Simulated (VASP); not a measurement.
Write the native input for VASP 6.6.1 that does the following.

```yaml
Task: single point
Functional: PBEsol
Potentials_or_basis: VASP PAW PBE potentials, release 64 (Au)
Cutoff: 520 eV
k_mesh: 26 × 26 × 26
Occupations: gaussian, width 0.15 eV
Spin: no spin polarisation
Dipole_correction: no
Further_INCAR_settings: ALGO = Fast; EDIFF = 1e-06; NBANDS = 12
```

The structure of Au lies in POSCAR:

```
Au
1.0
   -1.6534948621      1.6534948621      1.6210733942
    1.6534948621     -1.6534948621      1.6210733942
    1.5886519263      1.5886519263     -1.6210733942
Au
1
Direct
    0.0000000000      0.0000000000      0.0000000000
```

This cell differs from its parent crystal: strain -0.0400 x Voigt [0, 0, 0, 0, 0, 1].

The input as run:

INCAR

```
SYSTEM = Au
ALGO = Fast
EDIFF = 1E-6
ENCUT = 520
GGA = PS
ISIF = 2
ISMEAR = 0
LASPH = .True.
LCHARG = .False.
LREAL = .False.
LWAVE = .False.
NBANDS = 12
NELM = 100
PREC = Accurate
SIGMA = 0.15
```

KPOINTS

```
k-points
0
Gamma
  26 26 26
  0 0 0
```

Potentials or basis: VASP PAW PBE potentials, release 64 (Au).

Launch:

```console
$ cat potpaw_PBE.64/Au/POTCAR > POTCAR
$ mpirun -np 1 vasp_std > vasp.out
```

Results of the run:

The pressure is 0.3 GPa and the band gap on the k mesh is zero (an odd number of electrons rules out a gap without spin polarisation).

Caveat: the cell differs from its parent crystal (strain -0.0400 x Voigt [0, 0, 0, 0, 0, 1]); the PAW data sets were made with another functional, which shifts forces and pressure a little; spin-orbit coupling is left out, which moves the levels of the heavy elements.

Wall time 9.5 min on 1 thread of Intel Xeon 8259CL, on a shared host, peak memory 0.58 GiB.
